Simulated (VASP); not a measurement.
# CO2 (I-42d) in VASP: settings compared

Aim: see how the results for CO2 move with the level of theory and the settings. Levels: PBE, r2SCAN. Tasks: single point.

All numbers are computed with VASP 6.6.1; they aren't measurements. Logs are shortened: lines on timing, memory, paths and dates and some standing lists are left out, and cuts for length are marked.

### Step 1. The cell of the first run

Symmetry: I-42d, No. 122, tetragonal system. Conventional cell: a = 3.964 Å, b = 3.964 Å, c = 5.984 Å, α = 90.00°, β = 90.00°, γ = 90.00°. C (site symmetry -4) has 4 O at 1.40 Å within 1.9 Å. O (site symmetry 2) has 2 C at 1.40 Å within 1.9 Å.

### Step 2. Single point, PBE

INCAR

```
SYSTEM = CO2
ALGO     = Normal         ! electronic algorithm
EDIFF    = 1E-6           ! SCF threshold, eV
ENCUT    = 910            ! plane-wave cutoff, eV
GGA      = PE             ! functional
GGA_COMPAT= .FALSE.      
ISIF     = 2              ! what is computed and relaxed
ISMEAR   = -1             ! smearing method
LASPH    = .TRUE.         ! aspherical terms in the spheres
LCHARG   = .FALSE.        ! write CHGCAR
LREAL    = .FALSE.        ! projectors in reciprocal space
LWAVE    = .FALSE.        ! write WAVECAR
NBANDS   = 25             ! bands
NELM     = 120            ! most SCF steps
PREC     = Accurate       ! precision mode
SIGMA    = 0.02           ! smearing width, eV
```

KPOINTS

```
k-points
0
G
  10 10 10
  0 0 0
```

POSCAR

```
CO2
1.0
   -1.9820894979      1.9820894979      2.9921390120
    1.9820894979     -1.9820894979      2.9921390120
    1.9820894979      1.9820894979     -2.9921390120
C O
2 4
Direct
    0.0000000000      0.0000000000      0.0000000000
    0.7500000000      0.2500000000      0.5000000000
    0.3750000000      0.2893442444      0.4143442444
    0.7106557556      0.1250000000      0.0856557556
    0.8750000000      0.9606557556      0.5856557556
    0.0393442444      0.6250000000      0.9143442444
```

Potentials or basis: VASP PAW PBE potentials, release 64 (C_h, O_h).

Launch:

```console
$ cat potpaw_PBE.64/C_h/POTCAR potpaw_PBE.64/O_h/POTCAR > POTCAR
$ mpirun -np 1 vasp_std > vasp.out
```

OUTCAR:

```text
SYSTEM = CO2
   EDIFF = 1E-6
   ENCUT = 910
   GGA = PE
   ISIF = 2
   ISMEAR = -1
   LASPH = .TRUE.
   LREAL = .FALSE.
   NELM = 120
   PREC = Accurate

 ion  position               nearest neighbor table
   1  0.000  0.000  0.000-   4 1.40   5 1.40   6 1.40   3 1.40
   2  0.750  0.250  0.500-   3 1.40   4 1.40   5 1.40   6 1.40
   3  0.375  0.289  0.414-   2 1.40   1 1.40
   4  0.711  0.125  0.086-   1 1.40   2 1.40
   5  0.875  0.961  0.586-   1 1.40   2 1.40
   6  0.039  0.625  0.914-   1 1.40   2 1.40

  LATTYP: Found a body centered tetragonal cell.
 ALAT       =     3.9641789958
 C/A-ratio  =     1.5095882477

  Lattice vectors:

 A1 = (  -1.9820894979,   1.9820894979,   2.9921390120)
 A2 = (   1.9820894979,  -1.9820894979,   2.9921390120)
 A3 = (   1.9820894979,   1.9820894979,  -2.9921390120)

Analysis of symmetry for initial positions (statically):
=====================================================================
 Subroutine PRICEL returns:
 Original cell was already a primitive cell.

 Routine SETGRP: Setting up the symmetry group for a
 body centered tetragonal supercell.

 Subroutine GETGRP returns: Found  8 space group operations
 (whereof  4 operations were pure point group operations)
 out of a pool of 16 trial point group operations.

The static configuration has the point symmetry S_4 .
 The point group associated with its full space group is D_2d.

Analysis of symmetry for dynamics (positions and initial velocities):
=====================================================================
 Subroutine PRICEL returns:
 Original cell was already a primitive cell.

 Routine SETGRP: Setting up the symmetry group for a
 body centered tetragonal supercell.

 Subroutine GETGRP returns: Found  8 space group operations
 (whereof  4 operations were pure point group operations)
 out of a pool of 16 trial point group operations.

The dynamic configuration has the point symmetry S_4 .
 The point group associated with its full space group is D_2d.

 Subroutine INISYM returns: Found  8 space group operations
 (whereof  4 operations are pure point group operations),
 and found     1 'primitive' translations

----------------------------------------------------------------------------------------

                                     Primitive cell

  volume of cell :      47.0206

  direct lattice vectors                    reciprocal lattice vectors
    -1.982089498  1.982089498  2.992139012     0.000000000  0.252259043  0.167104536
     1.982089498 -1.982089498  2.992139012     0.252259043  0.000000000  0.167104536
     1.982089498  1.982089498 -2.992139012     0.252259043  0.252259043  0.000000000

  length of vectors
     4.100030905  4.100030905  4.100030905     0.302586435  0.302586435  0.356748160

  position of ions in fractional coordinates (direct lattice)
     0.000000000  0.000000000  0.000000000
     0.750000000  0.250000000  0.500000000
     0.375000000  0.289344244  0.414344244
     0.710655756  0.125000000  0.085655756
     0.875000000  0.960655756  0.585655756
     0.039344244  0.625000000  0.914344244

  ion indices of the primitive-cell ions
   primitive index   ion index
                 1           1
                 2           2
                 3           3
                 4           4
                 5           5
                 6           6

----------------------------------------------------------------------------------------

 KPOINTS: k-points

Automatic generation of k-mesh.
 Grid dimensions read from file:
 generate k-points for:   10   10   10

 Generating k-lattice:

  Cartesian coordinates                     Fractional coordinates (reciprocal lattice)
     0.000000000  0.025225904  0.016710454     0.100000000 -0.000000000  0.000000000
     0.025225904  0.000000000  0.016710454    -0.000000000  0.100000000  0.000000000
     0.025225904  0.025225904  0.000000000     0.000000000  0.000000000  0.100000000

  Length of vectors
     0.030258643  0.030258643  0.035674816

  Shift w.r.t. Gamma in fractional coordinates (k-lattice)
     0.000000000  0.000000000  0.000000000

 Subroutine IBZKPT returns following result:
 ===========================================

 Found    102 irreducible k-points:

 Following reciprocal coordinates:
            Coordinates               Weight
  0.000000  0.000000  0.000000      1.000000
  0.100000  0.000000  0.000000      8.000000
  0.200000  0.000000  0.000000      8.000000
  0.300000  0.000000  0.000000      8.000000
  0.400000  0.000000 -0.000000      8.000000
  0.500000  0.000000 -0.000000      4.000000
[... 16 lines left out ...]
  0.300000  0.300000 -0.000000      8.000000
  0.400000  0.300000 -0.000000     16.000000
 [... further k-points ...]
   k-points           NKPTS =    102   k-points in BZ     NKDIM =    102   number of bands    NBANDS=     25
   number of dos      NEDOS =    301   number of ions     NIONS =      6
   total plane-waves  NPLWV =  64000
   dimension x,y,z NGX =    40 NGY =   40 NGZ =   40
   dimension x,y,z NGXF=    80 NGYF=   80 NGZF=   80
   ions per type =               2   4
   NGX,Y,Z   is equivalent  to a cutoff of  16.22, 16.22, 16.22 a.u.
   NGXF,Y,Z  is equivalent  to a cutoff of  32.44, 32.44, 32.44 a.u.
 SYSTEM =  CO2
   PREC   = accura    normal or accurate (medium, high low for compatibility)
   ISTART =      0    job   : 0-new  1-cont  2-samecut
   ICHARG =      2    charge: 1-file 2-atom 10-const
   ISPIN  =      1    spin polarized calculation?
   LNONCOLLINEAR =      F non collinear calculations
   LSORBIT =      F    spin-orbit coupling
   LASPH  =      T    aspherical Exc in radial PAW
   ENCUT  =  910.0 eV  66.88 Ry    8.18 a.u.  10.08 10.08 10.08*2*pi/ulx,y,z
   NELM   =    120;   NELMIN=  2; NELMDL= -5     # of ELM steps
   EDIFF  = 0.1E-05   stopping-criterion for ELM
   LREAL  =      F    real-space projection
   EDIFFG = 0.1E-04   stopping-criterion for IOM
   NSW    =      0    number of steps for IOM
   IBRION =     -1    ionic relax: 0-MD 1-quasi-New 2-CG
   NFREE  =      0    steps in history (QN), initial steepest desc. (CG)
   ISIF   =      2    stress and relaxation
   ISYM   =      2    0-nonsym 1-usesym 2-fastsym
   POTIM  = 0.5000    time-step for ionic-motion
   TEBEG  =    0.0;   TEEND  =   0.0 temperature during run
   PSTRESS=    0.0 pullay stress
   NELECT =      32.0000    total number of electrons
   NUPDOWN=      -1.0000    fix difference up-down
   EMIN   =  10.00;   EMAX   =-10.00  energy-range for DOS
   EFERMI =   0.00;   METHOD = LEGACY
   ISMEAR =    -1;   SIGMA  =   0.02  broadening in eV -4-tet -1-fermi 0-gaus
   EFERMI_NEDOS =   21; number of points for ismear=-14 and -15
   IALGO  =     38    algorithm
   IMIX   =      4    mixing-type and parameters
     AMIX     =   0.40;   BMIX     =  1.00
     AMIX_MAG =   1.60;   BMIX_MAG =  1.00
  volume/ion in A,a.u.               =       7.84        52.89
  Fermi-wavevector in a.u.,A,eV,Ry     =   1.439999  2.721203 28.212985  2.073596
  Thomas-Fermi vector in A             =   2.558792
   LORBIT       =      0    0 simple, 1 ext, 2 COOP (PROOUT), +10 PAW based schemes
   GGA     = PE    functional components
   LHFCALC =     F    Hartree Fock is set to
   AEXX    =    0.0000 exact exchange contribution
   IVDW    =     0    specifies the selected vdW correction
   LEPSILON=     F    determine dielectric tensor
   LRPA    =     F    only Hartree local field effects (RPA)
 non-spin polarized calculation
  energy-cutoff  :      910.00
  volume of cell :       47.02
 maximum number of plane-waves:      2970
   NGX = 21   NGY = 21   NGZ = 21

 number of electron      32.0000006 magnetization

 Free energy of the ion-electron system (eV)
  ---------------------------------------------------
  ext. energy  EPLUGINS =         0.00000000
  ---------------------------------------------------
  free energy    TOTEN  =       -43.69547573 eV

  energy without entropy =      -43.69547573  energy(sigma->0) =      -43.69547573

 E-fermi :   3.4727     XC(G=0): -11.0959

 val. band max:        3.0598985015   @ k =   0.5000   0.5000   0.5000
 cond. band min:      10.7557774259   @ k =   0.0000   0.0000   0.0000
 fundamental gap:      7.6958789244
 Fermi energy:         3.4727207293

 k-point     1 :       0.0000    0.0000    0.0000
  band No.  band energies     occupation
      1     -20.8580      2.00000
      2     -15.8189      2.00000
      3     -15.8189      2.00000
      4     -15.1393      2.00000
      5     -11.4631      2.00000
      6      -6.5299      2.00000
[... 17 lines left out ...]
     24      18.2069      0.00000
     25      18.2069      0.00000

 k-point     2 :       0.1000    0.0000    0.0000
  band No.  band energies     occupation
      1     -20.7936      2.00000
      2     -15.9638      2.00000
      3     -15.8358      2.00000
      4     -15.2366      2.00000
      5     -11.2479      2.00000
      6      -6.5194      2.00000
[... 17 lines left out ...]
     24      18.1492      0.00000
     25      18.2830      0.00000

 k-point     3 :       0.2000    0.0000    0.0000
  band No.  band energies     occupation
      1     -20.6076      2.00000
      2     -16.4117      2.00000
      3     -15.8755      2.00000
      4     -15.3751      2.00000
      5     -10.7515      2.00000
      6      -6.5107      2.00000
[... 552 lines left out ...]
 k-point    23 :       0.3000    0.3000   -0.0000
  band No.  band energies     occupation
      1     -19.5992      2.00000
      2     -18.0635      2.00000
      3     -16.0391      2.00000
      4     -15.7205      2.00000
      5      -9.0991      2.00000
      6      -7.1407      2.00000
[... 17 lines left out ...]
     24      17.6593      0.00000
     25      17.9160      0.00000

 k-point    24 :       0.4000    0.3000   -0.0000
  band No.  band energies     occupation
      1     -19.3734      2.00000
      2     -18.3442      2.00000
      3     -16.0168      2.00000
      4     -15.7612      2.00000
      5      -8.8849      2.00000
      6      -7.4604      2.00000
[... 17 lines left out ...]
     24      17.6570      0.00000
     25      18.3172      0.00000

 [... further k-points ...]

------------------------ aborting loop because EDIFF is reached ----------------------------------------

  FORCE on cell =-STRESS in cart. coord.  units (eV):
  Direction    XX          YY          ZZ          XY          YZ          ZX
  --------------------------------------------------------------------------------------
  -------------------------------------------------------------------------------------
  Total       -0.1596431     -0.1596431     -0.2076455      0.0000000      0.0000000      0.0000000
  in kB       -5.4396692     -5.4396692     -7.0752986      0.0000000      0.0000000      0.0000000
  external PRESSURE =      -5.9848790 kB  Pullay stress =       0.0000000 kB

 VOLUME and BASIS-vectors are now :
 -----------------------------------------------------------------------------
  energy-cutoff  :      910.00
  volume of cell :       47.02
      direct lattice vectors                 reciprocal lattice vectors
    -1.982089498  1.982089498  2.992139012     0.000000000  0.252259043  0.167104536
     1.982089498 -1.982089498  2.992139012     0.252259043  0.000000000  0.167104536
     1.982089498  1.982089498 -2.992139012     0.252259043  0.252259043  0.000000000

 POSITION                                       TOTAL-FORCE (eV/Angst)
 -----------------------------------------------------------------------------------
      0.00000      0.00000      0.00000        -0.000000      0.000000     -0.000000
      0.00000      1.98209      1.49607         0.000000     -0.000000     -0.000000
      0.65149      0.99104      0.74803         0.008748      0.000000     -0.000000
     -0.99104      1.33060      2.24410         0.000000     -0.008748      0.000000
      1.33060      0.99104      3.74017        -0.008748      0.000000      0.000000
      2.97313      0.65149     -0.74803         0.000000      0.008748     -0.000000
 -----------------------------------------------------------------------------------
    total drift:                                0.000001      0.000001      0.000001

  FREE ENERGIE OF THE ION-ELECTRON SYSTEM (eV)
  ---------------------------------------------------
  free  energy   TOTEN  =       -43.6954757321 eV

  energy  without entropy=      -43.6954757321  energy(sigma->0) =      -43.69547573
```

Run time: 2.5 min. Hardware: 1 thread of Intel Xeon Platinum 8488C (Sapphire Rapids), shared host; peak memory 0.37 GiB.

Results:

| Item | Value |
| --- | --- |
| Free energy | -43.6955 eV |
| Pressure | -0.6 GPa |
| Largest force | 0.009 eV/Å |
| Band gap on the k mesh | 7.70 eV (least direct gap 8.13 eV) |

Forces in eV/Å, atoms in the order of the input:
```
C    0.000  0.000  0.000
C    0.000  0.000  0.000
O    0.009  0.000  0.000
O    0.000 -0.009  0.000
O   -0.009  0.000  0.000
O    0.000  0.009  0.000
```

Stress tensor (GPa, compression positive):
```
-0.54  0.00  0.00
 0.00 -0.54  0.00
 0.00  0.00 -0.71
```

### Step 3. Single point, r2SCAN

This run uses another cell than the first one, of 7.56 Å³/atom.

POSCAR

```
CO2
1.0
   -1.9548127153      1.9548127153      2.9673315043
    1.9548127153     -1.9548127153      2.9673315043
    1.9548127153      1.9548127153     -2.9673315043
C O
2 4
Direct
    0.0000000000      0.0000000000      0.0000000000
    0.7500000000      0.2500000000      0.5000000000
    0.3750000000      0.2923507872      0.4173507872
    0.7076492128      0.1250000000      0.0826492128
    0.8750000000      0.9576492128      0.5826492128
    0.0423507872      0.6250000000      0.9173507872
```

INCAR.step1

```
PREC = Accurate ; ENCUT = 910
ISMEAR = -1 ; SIGMA = 0.02
LREAL = F ; LASPH = T
NELM = 120 ; NBANDS = 25
GGA = PE ; ALGO = Normal
EDIFF = 1E-5 ; LWAVE = T
LCHARG = F ; GGA_COMPAT = F
```

INCAR.step2

```
PREC = Accurate ; ENCUT = 910
EDIFF = 1E-6 ; ISMEAR = -1
SIGMA = 0.02 ; LREAL = F
LASPH = T ; NELM = 120
ALGO = Normal ; ISIF = 2
LWAVE = F ; LCHARG = F
METAGGA = R2SCAN ; LMIXTAU = T
NBANDS = 25 ; ISTART = 1
GGA_COMPAT = F
```

KPOINTS

```
regular mesh
0
Gamma
  8 8 8
```

Potentials or basis: VASP PAW PBE potentials, release 64 (C_h, O_h).

Launch:

```console
$ cat potpaw_PBE.64/C_h/POTCAR potpaw_PBE.64/O_h/POTCAR > POTCAR
$ cp INCAR.step1 INCAR
$ mpirun -np 1 vasp_std > vasp.out
$ cp INCAR.step2 INCAR
$ mpirun -np 1 vasp_std > vasp.out
```

It took 7.2 min on 1 thread of Intel Xeon Platinum 8259CL at 2.50GHz (Skylake/Cascade Lake), shared host; peak memory 0.32 GiB.

The run converged. Its results:

* Free energy: -49.7765 eV
* Pressure: -0.5 GPa
* Largest force: 0.015 eV/Å
* Band gap on the k mesh: 8.57 eV (least direct gap 8.95 eV)

Forces on the atoms (eV/Å):
```
C    0.000  0.000  0.000
C    0.000  0.000  0.000
O    0.015  0.000  0.000
O    0.000 -0.015  0.000
O   -0.015  0.000  0.000
O    0.000  0.015  0.000
```

Stress tensor (GPa, compression positive):
```
-0.50  0.00  0.00
 0.00 -0.50  0.00
 0.00  0.00 -0.62
```

Levels at points of the mesh, in eV from the valence-band top:
```tsv
k point	band 12	band 13	band 14	band 15	band 16	band 17	band 18	band 19	band 20	band 21
(0.00, 0.00, 0.00)	-1.31	-1.31	-0.83	-0.83	-0.38	8.57	10.35	10.48	10.48	13.57
(0.50, 0.00, 0.00)	-2.41	-1.75	-1.45	-0.43	0.00	9.33	10.64	10.81	11.47	13.71
(0.50, 0.50, 0.00)	-2.77	-0.69	-0.69	-0.55	-0.55	10.02	10.02	11.05	11.05	12.89
(0.50, 0.50, 0.50)	-3.26	-2.94	-2.94	-0.04	-0.04	9.94	9.94	11.91	11.91	12.48
```

Caveat: the PAW data sets were made with another functional, which shifts forces and pressure a little. r2SCAN opens gaps a little over a GGA but as a rule still falls short of measured ones.
